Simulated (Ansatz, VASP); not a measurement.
One calculation of Sn7O16, two programs

The input INCAR:

```
SYSTEM = Sn7O16
PREC     = Accurate       ! precision mode
ENCUT    = 600            ! plane-wave cutoff, eV
EDIFF    = 1E-6           ! SCF threshold, eV
ISMEAR   = 0              ! smearing method
SIGMA    = 0.1            ! smearing width, eV
LREAL    = Auto         
LASPH    = .TRUE.         ! aspherical terms in the spheres
NELM     = 80             ! most SCF steps
ALGO     = Fast           ! electronic algorithm
ISIF     = 3              ! what is computed and relaxed
LWAVE    = .FALSE.        ! write WAVECAR
LCHARG   = .FALSE.        ! write CHGCAR
GGA      = PE             ! functional
IBRION   = 2              ! ionic algorithm
NSW      = 45             ! ionic steps
EDIFFG   = -0.04          ! ionic threshold
ISYM     = 0
```

KPOINTS

```
Automatic mesh
0
G
  3 3 3
  0 0 0
```

The input POSCAR:

```
Sn7O16
1.0
    6.4974334208      0.0027167175     -0.0009992885
    0.0028637305      6.8690202859      0.0008519494
   -0.0010533739      0.0008519572      6.8585088944
Sn O
7 16
Direct
    0.9999025757      0.7490480868      0.2497207900
    0.4996856673      0.2491055134      0.7499286637
    0.9996506489      0.2489069396      0.7500612232
    0.2477348899      0.2490110694      0.2498096070
    0.7483448644      0.7491062312      0.7490562871
    0.7516657998      0.2492317907      0.2501917561
    0.2508041562      0.7489164265      0.7511080504
    0.2488967540      0.2489355125      0.9421516968
    0.7676155881      0.7490171593      0.4520022557
    0.4995258920      0.4302900842      0.2503069220
    0.9995047670      0.9462825985      0.7500300622
    0.7505853276      0.2489217997      0.9423786249
    0.2307497172      0.7483100527      0.4539773692
    0.4998696159      0.0678675301      0.2500953356
    0.9994881055      0.5516347089      0.7505482579
    0.9996313375      0.4408137838      0.2498757485
    0.4994704178      0.9435986802      0.7496289863
    0.9998245690      0.0572902219      0.2501336781
    0.4997800911      0.5545386736      0.7500148035
    0.7505644457      0.2491291821      0.5577989904
    0.2324569015      0.7488739477      0.0479821160
    0.2486248032      0.2490893911      0.5576518335
    0.7683920134      0.7493468166      0.0462589911
```

Input for Ansatz:

```yaml
crystal:
  lattice:
    - [6.4974334208, 0.0027167175, -0.0009992885]
    - [0.0028637305, 6.8690202859, 0.0008519494]
    - [-0.0010533739, 0.0008519572, 6.8585088944]
  atoms:
    - { symbol: Sn, position: [0.9999025757, 0.7490480868, 0.24972079] }
    - { symbol: Sn, position: [0.4996856673, 0.2491055134, 0.7499286637] }
    - { symbol: Sn, position: [0.9996506489, 0.2489069396, 0.7500612232] }
    - { symbol: Sn, position: [0.2477348899, 0.2490110694, 0.249809607] }
    - { symbol: Sn, position: [0.7483448644, 0.7491062312, 0.7490562871] }
    - { symbol: Sn, position: [0.7516657998, 0.2492317907, 0.2501917561] }
    - { symbol: Sn, position: [0.2508041562, 0.7489164265, 0.7511080504] }
    - { symbol: O, position: [0.248896754, 0.2489355125, 0.9421516968] }
    - { symbol: O, position: [0.7676155881, 0.7490171593, 0.4520022557] }
    - { symbol: O, position: [0.499525892, 0.4302900842, 0.250306922] }
    - { symbol: O, position: [0.999504767, 0.9462825985, 0.7500300622] }
    - { symbol: O, position: [0.7505853276, 0.2489217997, 0.9423786249] }
    - { symbol: O, position: [0.2307497172, 0.7483100527, 0.4539773692] }
    - { symbol: O, position: [0.4998696159, 0.0678675301, 0.2500953356] }
    - { symbol: O, position: [0.9994881055, 0.5516347089, 0.7505482579] }
    - { symbol: O, position: [0.9996313375, 0.4408137838, 0.2498757485] }
    - { symbol: O, position: [0.4994704178, 0.9435986802, 0.7496289863] }
    - { symbol: O, position: [0.999824569, 0.0572902219, 0.2501336781] }
    - { symbol: O, position: [0.4997800911, 0.5545386736, 0.7500148035] }
    - { symbol: O, position: [0.7505644457, 0.2491291821, 0.5577989904] }
    - { symbol: O, position: [0.2324569015, 0.7488739477, 0.047982116] }
    - { symbol: O, position: [0.2486248032, 0.2490893911, 0.5576518335] }
    - { symbol: O, position: [0.7683920134, 0.7493468166, 0.0462589911] }
  symmetry: { detect: false }
basis:
  ecutwfc: 420
kpoints:
  mp_grid: { grid: [3, 3, 3] }
hamiltonian:
  xc: pbe
scf:
  occupations: { method: gaussian, width: 0.1 }
  lower_state_search: "off"
output:
  forces: true
  stress: true
  eigenvalues: true
relax:
  adjacent_minimum: "off"
  f_tol: 0.04
  max_steps: 25
  cell: { stress_tol: 0.3 }
```

Alike in both runs: task relaxation of cell and atoms; functional PBE; k mesh 3 × 3 × 3; occupations gaussian, width 0.1 eV; no spin polarisation.

```csv
,VASP,Ansatz
version,VASP 6.6.1,Ansatz 0.2.0
potentials or method,"VASP PAW PBE potentials, release 64 (Sn_d, O), cutoff 600 eV","scalar-relativistic, plane waves, PAW"
valence electrons in the cell,194,194
```

```csv
,VASP,Ansatz,Ansatz less VASP
"gap on the k mesh at the Fermi level, each at its own relaxed structure (eV)",none,none,-
relaxed volume (Å³/atom),13.34,13.31,-0.030
relaxed cell length with the largest relative difference (Å),6.865,6.856,-0.0085
```

A gap of «none» marks a metal or a gap that the smearing closes.
